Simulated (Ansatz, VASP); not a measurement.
# Two plane-wave programs on Sn

```xyz
2
Lattice="0.0000 3.2867 3.2867 3.2867 0.0000 3.2867 3.2867 3.2867 0.0000" Properties=species:S:1:pos:R:3 pbc="T T T"
Sn    0.0000    0.0000    0.0000
Sn    1.6434    1.6434    1.6434
```

Alike in both runs: functional revPBE; dispersion D3(BJ); k mesh 7 × 7 × 7; occupations fermi-dirac, width 0.3 eV; no spin polarisation.

Ansatz relaxed the structure, and its values are those at the end. VASP's run is a single point on that final structure, the one shown.

```csv
,VASP,Ansatz
version,VASP 6.6.1,Ansatz 0.2.0
potentials or method,"VASP PAW PBE potentials, release 64 (Sn_d), cutoff 520 eV","plane waves, PAW"
valence electrons in the cell,28,28
```

|  | VASP | Ansatz | Ansatz less VASP |
| --- | --- | --- | --- |
| pressure (GPa) | 0.0 | 0.0 | +0.03 |

VASP's potentials were made for PBE, not for revPBE.
